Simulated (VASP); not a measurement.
# GaAs (I-4m2) in VASP: notebook

GaAs is run at these levels: PBE; tasks: electric field gradients.

All numbers are computed with VASP 6.6.1; they aren't measurements. Logs are shortened: lines on timing, memory, paths and dates and some standing lists are left out, and cuts for length are marked.

## Step 1: The cell of the first run

The structure is tetragonal, space group I-4m2 (No. 119). Conventional cell: a = 3.998 Å, b = 3.998 Å, c = 5.823 Å, α = 90.00°, β = 90.00°, γ = 90.00°. Within 3.3 Å of Ga (site symmetry -4m2) lie 4 As at 2.47 Å. Within 3.3 Å of As (site symmetry -4m2) lie 4 Ga at 2.47 Å.

## Step 2: Electric field gradients, PBE (zz strain of +3 %)

Input file INCAR:

```
SYSTEM = GaAs
  PREC = Accurate
  ENCUT = 520
  EDIFF = 1E-8
  ISMEAR = -1
  SIGMA = 0.05
  LREAL = .False.
  LASPH = .True.
  NELM = 80
  ALGO = Normal
  ISIF = 2
  LWAVE = .False.
  LCHARG = .False.
  GGA = PE
  LEFG = .True.
  NBANDS = 16
```

Input file KPOINTS:

```
regular mesh
0
Gamma
  11 11 11
  0 0 0
```

Input file POSCAR:

```
GaAs
1.0
    0.0000000000      2.8268500000      2.9116555000
    2.8268500000      0.0000000000      2.9116555000
    2.8268500000      2.8268500000      0.0000000000
Ga As
1 1
Direct
    0.0000000000      0.0000000000      0.0000000000
    0.7500000000      0.7500000000      0.7500000000
```

Potentials or basis: VASP PAW PBE potentials, release 64 (Ga_d, As).

The run is started by

```console
> cat potpaw_PBE.64/Ga_d/POTCAR potpaw_PBE.64/As/POTCAR > POTCAR
> mpirun -np 1 vasp_std > vasp.out
```

OUTCAR:

```text
SYSTEM = GaAs
   PREC = Accurate
   ENCUT = 520
   EDIFF = 1E-8
   ISMEAR = -1
   LREAL = .False.
   LASPH = .True.
   NELM = 80
   ISIF = 2
   GGA = PE

 ion  position               nearest neighbor table
   1  0.000  0.000  0.000-   2 2.47   2 2.47   2 2.47   2 2.47
   2  0.750  0.750  0.750-   1 2.47   1 2.47   1 2.47   1 2.47

  LATTYP: Found a body centered tetragonal cell.
 ALAT       =     3.9977696088
 C/A-ratio  =     1.4566399692

  Lattice vectors:

 A1 = (  -2.8268500000,   0.0000000000,   2.9116555000)
 A2 = (   2.8268500000,   0.0000000000,   2.9116555000)
 A3 = (   0.0000000000,   2.8268500000,  -2.9116555000)

Analysis of symmetry for initial positions (statically):
=====================================================================
 Subroutine PRICEL returns:
 Original cell was already a primitive cell.

 Routine SETGRP: Setting up the symmetry group for a
 body centered tetragonal supercell.

 Subroutine GETGRP returns: Found  8 space group operations
 (whereof  8 operations were pure point group operations)
 out of a pool of 16 trial point group operations.

The static configuration has the point symmetry D_2d.

Analysis of symmetry for dynamics (positions and initial velocities):
=====================================================================
 Subroutine PRICEL returns:
 Original cell was already a primitive cell.

 Routine SETGRP: Setting up the symmetry group for a
 body centered tetragonal supercell.

 Subroutine GETGRP returns: Found  8 space group operations
 (whereof  8 operations were pure point group operations)
 out of a pool of 16 trial point group operations.

The dynamic configuration has the point symmetry D_2d.

 Subroutine INISYM returns: Found  8 space group operations
 (whereof  8 operations are pure point group operations),
 and found     1 'primitive' translations

----------------------------------------------------------------------------------------

                                     Primitive cell

  volume of cell :      46.5345

  direct lattice vectors                    reciprocal lattice vectors
     0.000000000  2.826850000  2.911655500    -0.176875321  0.176875321  0.171723612
     2.826850000  0.000000000  2.911655500     0.176875321 -0.176875321  0.171723612
     2.826850000  2.826850000  0.000000000     0.176875321  0.176875321 -0.171723612

  length of vectors
     4.058179231  4.058179231  3.997769609     0.303411860  0.303411860  0.303411860

  position of ions in fractional coordinates (direct lattice)
     0.000000000  0.000000000  0.000000000
     0.750000000  0.750000000  0.750000000

  ion indices of the primitive-cell ions
   primitive index   ion index
                 1           1
                 2           2

----------------------------------------------------------------------------------------

 KPOINTS: regular mesh

Automatic generation of k-mesh.
 Grid dimensions read from file:
 generate k-points for:   11   11   11

 Generating k-lattice:

  Cartesian coordinates                     Fractional coordinates (reciprocal lattice)
    -0.016079575  0.016079575  0.015611237     0.090909091  0.000000000  0.000000000
     0.016079575 -0.016079575  0.015611237     0.000000000  0.090909091  0.000000000
     0.016079575  0.016079575 -0.015611237     0.000000000  0.000000000  0.090909091

  Length of vectors
     0.027582896  0.027582896  0.027582896

  Shift w.r.t. Gamma in fractional coordinates (k-lattice)
     0.000000000  0.000000000  0.000000000

 Subroutine IBZKPT returns following result:
 ===========================================

 Found    126 irreducible k-points:

 Following reciprocal coordinates:
            Coordinates               Weight
  0.000000  0.000000  0.000000      1.000000
  0.090909 -0.000000  0.000000      8.000000
  0.181818 -0.000000  0.000000      8.000000
  0.272727  0.000000  0.000000      8.000000
  0.363636 -0.000000  0.000000      8.000000
  0.454545 -0.000000  0.000000      8.000000
[... 16 lines left out ...]
 -0.272727  0.181818  0.000000      8.000000
 -0.181818  0.181818  0.000000      4.000000
 [... further k-points ...]
   k-points           NKPTS =    126   k-points in BZ     NKDIM =    126   number of bands    NBANDS=     16
   number of dos      NEDOS =    301   number of ions     NIONS =      2
   total plane-waves  NPLWV =  27000
   dimension x,y,z NGX =    30 NGY =   30 NGZ =   30
   dimension x,y,z NGXF=    60 NGYF=   60 NGZF=   60
   ions per type =               1   1
   NGX,Y,Z   is equivalent  to a cutoff of  12.29, 12.29, 12.48 a.u.
   NGXF,Y,Z  is equivalent  to a cutoff of  24.58, 24.58, 24.95 a.u.
 SYSTEM =  GaAs
   PREC   = accura    normal or accurate (medium, high low for compatibility)
   ISTART =      0    job   : 0-new  1-cont  2-samecut
   ICHARG =      2    charge: 1-file 2-atom 10-const
   ISPIN  =      1    spin polarized calculation?
   LNONCOLLINEAR =      F non collinear calculations
   LSORBIT =      F    spin-orbit coupling
   LASPH  =      T    aspherical Exc in radial PAW
   ENCUT  =  520.0 eV  38.22 Ry    6.18 a.u.   7.55  7.55  7.43*2*pi/ulx,y,z
   NELM   =     80;   NELMIN=  2; NELMDL= -5     # of ELM steps
   EDIFF  = 0.1E-07   stopping-criterion for ELM
   LREAL  =      F    real-space projection
   EDIFFG = 0.1E-06   stopping-criterion for IOM
   NSW    =      0    number of steps for IOM
   IBRION =     -1    ionic relax: 0-MD 1-quasi-New 2-CG
   NFREE  =      0    steps in history (QN), initial steepest desc. (CG)
   ISIF   =      2    stress and relaxation
   ISYM   =      2    0-nonsym 1-usesym 2-fastsym
   POTIM  = 0.5000    time-step for ionic-motion
   TEBEG  =    0.0;   TEEND  =   0.0 temperature during run
   PSTRESS=    0.0 pullay stress
   NELECT =      18.0000    total number of electrons
   NUPDOWN=      -1.0000    fix difference up-down
   EMIN   =  10.00;   EMAX   =-10.00  energy-range for DOS
   EFERMI =   0.00;   METHOD = LEGACY
   ISMEAR =    -1;   SIGMA  =   0.05  broadening in eV -4-tet -1-fermi 0-gaus
   EFERMI_NEDOS =   21; number of points for ismear=-14 and -15
   IALGO  =     38    algorithm
   IMIX   =      4    mixing-type and parameters
     AMIX     =   0.40;   BMIX     =  1.00
     AMIX_MAG =   1.60;   BMIX_MAG =  1.00
  volume/ion in A,a.u.               =      23.27       157.02
  Fermi-wavevector in a.u.,A,eV,Ry     =   1.192817  2.254097 19.358539  1.422812
  Thomas-Fermi vector in A             =   2.328846
   LORBIT       =      0    0 simple, 1 ext, 2 COOP (PROOUT), +10 PAW based schemes
   GGA     = PE    functional components
   LHFCALC =     F    Hartree Fock is set to
   AEXX    =    0.0000 exact exchange contribution
   IVDW    =     0    specifies the selected vdW correction
   LEPSILON=     F    determine dielectric tensor
   LRPA    =     F    only Hartree local field effects (RPA)
 non-spin polarized calculation
  energy-cutoff  :      520.00
  volume of cell :       46.53
 maximum number of plane-waves:      1291
 NGX is ok and might be reduce to    30
   NGX = 15   NGY = 15   NGZ = 15

 number of electron      17.9999989 magnetization

 Free energy of the ion-electron system (eV)
  ---------------------------------------------------
  ext. energy  EPLUGINS =         0.00000000
  ---------------------------------------------------
  free energy    TOTEN  =        -8.26668192 eV

  energy without entropy =       -8.26658936  energy(sigma->0) =       -8.26663564

 E-fermi :   3.8665     XC(G=0):  -9.4569

 val. band max:        3.7152278033   @ k =   0.0000   0.0000   0.0000
 cond. band min:       3.9510729867   @ k =   0.0000   0.0000   0.0000
 fundamental gap:      0.2358451834
 Fermi energy:         3.8664670270

 k-point     1 :       0.0000    0.0000    0.0000
  band No.  band energies     occupation
      1     -11.1029      2.00000
      2     -11.0954      2.00000
      3     -11.0954      2.00000
      4     -11.0285      2.00000
      5     -11.0235      2.00000
      6      -8.8576      2.00000
[... 8 lines left out ...]
     15      13.4056      0.00000
     16      13.9909      0.00000
[... 419 lines left out ...]
 k-point    24 :      -0.1818    0.1818    0.0000
  band No.  band energies     occupation
      1     -11.1460      2.00000
      2     -11.0850      2.00000
      3     -11.0823      2.00000
      4     -11.0319      2.00000
      5     -11.0209      2.00000
      6      -7.9304      2.00000
[... 8 lines left out ...]
     15      13.8075      0.00000
     16      14.4338      0.00000

 [... further k-points ...]

------------------------ aborting loop because EDIFF is reached ----------------------------------------

  FORCE on cell =-STRESS in cart. coord.  units (eV):
  Direction    XX          YY          ZZ          XY          YZ          ZX
  --------------------------------------------------------------------------------------
  -------------------------------------------------------------------------------------
  Total        0.5709497      0.5709497      0.0455748      0.0000000      0.0000000     -0.0000000
  in kB       19.6577089     19.6577089      1.5691317      0.0000000      0.0000000     -0.0000000
  external PRESSURE =      13.6281832 kB  Pullay stress =       0.0000000 kB

 VOLUME and BASIS-vectors are now :
 -----------------------------------------------------------------------------
  energy-cutoff  :      520.00
  volume of cell :       46.53
      direct lattice vectors                 reciprocal lattice vectors
     0.000000000  2.826850000  2.911655500    -0.176875321  0.176875321  0.171723612
     2.826850000  0.000000000  2.911655500     0.176875321 -0.176875321  0.171723612
     2.826850000  2.826850000  0.000000000     0.176875321  0.176875321 -0.171723612

 POSITION                                       TOTAL-FORCE (eV/Angst)
 -----------------------------------------------------------------------------------
      0.00000      0.00000      0.00000        -0.000000     -0.000000     -0.000000
      4.24027      4.24027      4.36748         0.000000      0.000000      0.000000
 -----------------------------------------------------------------------------------
    total drift:                               -0.000002     -0.000002     -0.000000

  FREE ENERGIE OF THE ION-ELECTRON SYSTEM (eV)
  ---------------------------------------------------
  free  energy   TOTEN  =        -8.2666819196 eV

  energy  without entropy=       -8.2665893575  energy(sigma->0) =       -8.26663564

 Electric field gradients (V/A^2)
---------------------------------------------------------------------
 ion       V_xx      V_yy      V_zz      V_xy      V_xz      V_yz
---------------------------------------------------------------------
   1       2.298     2.298    -4.595    -0.003    -0.001    -0.001
   2      -3.630    -3.630     7.259     0.000     0.000     0.000
---------------------------------------------------------------------

 Electric field gradients after diagonalization (V/A^2)
 (convention: |V_zz| > |V_xx| > |V_yy|)
----------------------------------------------------------------------
 ion       V_xx      V_yy      V_zz     asymmetry (V_yy - V_xx)/ V_zz
----------------------------------------------------------------------
   1       2.301     2.294    -4.595       0.001
   2      -3.630    -3.629     7.259       0.000
----------------------------------------------------------------------

           NMR quadrupolar parameters

 Cq : quadrupolar parameter    Cq=e*Q*V_zz/h
 eta: asymmetry parameters     (V_yy - V_xx)/ V_zz
 Q  : nuclear electric quadrupole moment in mb (millibarn)
----------------------------------------------------------------------
 ion       Cq(MHz)       eta       Q (mb)
----------------------------------------------------------------------
   1      -0.011       0.001       1.000
   2       0.018       0.000       1.000
----------------------------------------------------------------------
```

It took 53 s on 1 thread of Intel Xeon Platinum 8488C (Sapphire Rapids), shared host; peak memory 0.23 GiB.

What came out:

```
Free energy                             : -8.2667 eV
Pressure                                : 1.4 GPa
Band gap on the k mesh                  : 0.24 eV
Largest electric field gradient by atom : Ga -4.6; As +7.3 V/Å²
```

Electric field gradients, principal values (V/Å²):
| atom | least | middle | greatest (by size) |
| --- | --- | --- | --- |
| 1 Ga | 2.294 | 2.301 | -4.595 |
| 2 As | -3.629 | -3.630 | 7.259 |

Caveat: the cell differs from its parent crystal (zz strain of +3 %); without QUAD_EFG the Cq values of the log hold for a quadrupole moment of 1 mb, not for the nuclei.

## Step 3: Electric field gradients, PBE (zz strain of +3 %)

Input file INCAR:

```
ALGO = Normal
EDIFF = 1E-8
ENCUT = 520
GGA = PE
ISIF = 2
ISMEAR = -1
LASPH = True
LCHARG = False
LEFG = True
LREAL = False
LWAVE = False
NBANDS = 16
NELM = 80
PREC = Accurate
SIGMA = 0.05
```

Input file KPOINTS:

```
k-points
0
Gamma
  11 11 11
```

POSCAR is that of step 2.

Potentials or basis: VASP PAW PBE potentials, release 64 (Ga_d, As).

The run is started by

```console
> cat potpaw_PBE.64/Ga_d/POTCAR potpaw_PBE.64/As/POTCAR > POTCAR
> mpirun -np 1 vasp_std > vasp.out
```

OUTCAR:

```text
EDIFF = 1E-8
   ENCUT = 520
   GGA = PE
   ISIF = 2
   ISMEAR = -1
   LASPH = True
   LREAL = False
   NELM = 80
   PREC = Accurate

 ion  position               nearest neighbor table
   1  0.000  0.000  0.000-   2 2.47   2 2.47   2 2.47   2 2.47
   2  0.750  0.750  0.750-   1 2.47   1 2.47   1 2.47   1 2.47

  LATTYP: Found a body centered tetragonal cell.
 ALAT       =     3.9977696088
 C/A-ratio  =     1.4566399692

  Lattice vectors:

 A1 = (  -2.8268500000,   0.0000000000,   2.9116555000)
 A2 = (   2.8268500000,   0.0000000000,   2.9116555000)
 A3 = (   0.0000000000,   2.8268500000,  -2.9116555000)

Analysis of symmetry for initial positions (statically):
=====================================================================
 Subroutine PRICEL returns:
 Original cell was already a primitive cell.

 Routine SETGRP: Setting up the symmetry group for a
 body centered tetragonal supercell.

 Subroutine GETGRP returns: Found  8 space group operations
 (whereof  8 operations were pure point group operations)
 out of a pool of 16 trial point group operations.

The static configuration has the point symmetry D_2d.

Analysis of symmetry for dynamics (positions and initial velocities):
=====================================================================
 Subroutine PRICEL returns:
 Original cell was already a primitive cell.

 Routine SETGRP: Setting up the symmetry group for a
 body centered tetragonal supercell.

 Subroutine GETGRP returns: Found  8 space group operations
 (whereof  8 operations were pure point group operations)
 out of a pool of 16 trial point group operations.

[... 158 lines left out ...]
      2     -11.0954      2.00000
      3     -11.0954      2.00000
      4     -11.0285      2.00000
      5     -11.0235      2.00000
      6      -8.8576      2.00000
[... 433 lines left out ...]
      3     -11.0823      2.00000
      4     -11.0319      2.00000
      5     -11.0209      2.00000
      6      -7.9304      2.00000
[... 8 lines left out ...]
     15      13.8075      0.00000
     16      14.4338      0.00000

 [... further k-points ...]

------------------------ aborting loop because EDIFF is reached ----------------------------------------

  FORCE on cell =-STRESS in cart. coord.  units (eV):
  Direction    XX          YY          ZZ          XY          YZ          ZX
  --------------------------------------------------------------------------------------
  -------------------------------------------------------------------------------------
  Total        0.5709497      0.5709497      0.0455748      0.0000000      0.0000000     -0.0000000
  in kB       19.6577089     19.6577089      1.5691317      0.0000000      0.0000000     -0.0000000
  external PRESSURE =      13.6281832 kB  Pullay stress =       0.0000000 kB

 VOLUME and BASIS-vectors are now :
 -----------------------------------------------------------------------------
  energy-cutoff  :      520.00
  volume of cell :       46.53
      direct lattice vectors                 reciprocal lattice vectors
     0.000000000  2.826850000  2.911655500    -0.176875321  0.176875321  0.171723612
     2.826850000  0.000000000  2.911655500     0.176875321 -0.176875321  0.171723612
     2.826850000  2.826850000  0.000000000     0.176875321  0.176875321 -0.171723612

 POSITION                                       TOTAL-FORCE (eV/Angst)
 -----------------------------------------------------------------------------------
      0.00000      0.00000      0.00000        -0.000000     -0.000000     -0.000000
      4.24027      4.24027      4.36748         0.000000      0.000000      0.000000
 -----------------------------------------------------------------------------------
    total drift:                               -0.000002     -0.000002     -0.000000

  FREE ENERGIE OF THE ION-ELECTRON SYSTEM (eV)
  ---------------------------------------------------
  free  energy   TOTEN  =        -8.2666819196 eV

  energy  without entropy=       -8.2665893575  energy(sigma->0) =       -8.26663564

 Electric field gradients (V/A^2)
---------------------------------------------------------------------
 ion       V_xx      V_yy      V_zz      V_xy      V_xz      V_yz
---------------------------------------------------------------------
   1       2.298     2.298    -4.595    -0.003    -0.001    -0.001
   2      -3.630    -3.630     7.259     0.000     0.000     0.000
---------------------------------------------------------------------

 Electric field gradients after diagonalization (V/A^2)
 (convention: |V_zz| > |V_xx| > |V_yy|)
----------------------------------------------------------------------
 ion       V_xx      V_yy      V_zz     asymmetry (V_yy - V_xx)/ V_zz
----------------------------------------------------------------------
   1       2.301     2.294    -4.595       0.001
   2      -3.630    -3.629     7.259       0.000
----------------------------------------------------------------------

           NMR quadrupolar parameters

 Cq : quadrupolar parameter    Cq=e*Q*V_zz/h
 eta: asymmetry parameters     (V_yy - V_xx)/ V_zz
 Q  : nuclear electric quadrupole moment in mb (millibarn)
----------------------------------------------------------------------
 ion       Cq(MHz)       eta       Q (mb)
----------------------------------------------------------------------
   1      -0.011       0.001       1.000
   2       0.018       0.000       1.000
----------------------------------------------------------------------
```

It took 54 s on 1 thread of Intel Xeon Platinum 8488C (Sapphire Rapids), shared host; peak memory 0.23 GiB.

Results:

| Quantity | Value |
| --- | --- |
| Free energy | -8.2667 eV |
| Pressure | 1.4 GPa |
| Band gap on the k mesh | 0.24 eV |
| Largest electric field gradient by atom | Ga -4.6; As +7.3 V/Å² |

Stress tensor (GPa, compression positive):
```
1.97 0.00 0.00
0.00 1.97 0.00
0.00 0.00 0.16
```

Electric field gradients, principal values (V/Å²):
| atom | least | middle | greatest (by size) |
| --- | --- | --- | --- |
| 1 Ga | 2.294 | 2.301 | -4.595 |
| 2 As | -3.629 | -3.630 | 7.259 |

Caveat: the cell differs from its parent crystal (zz strain of +3 %); without QUAD_EFG the Cq values of the log hold for a quadrupole moment of 1 mb, not for the nuclei.
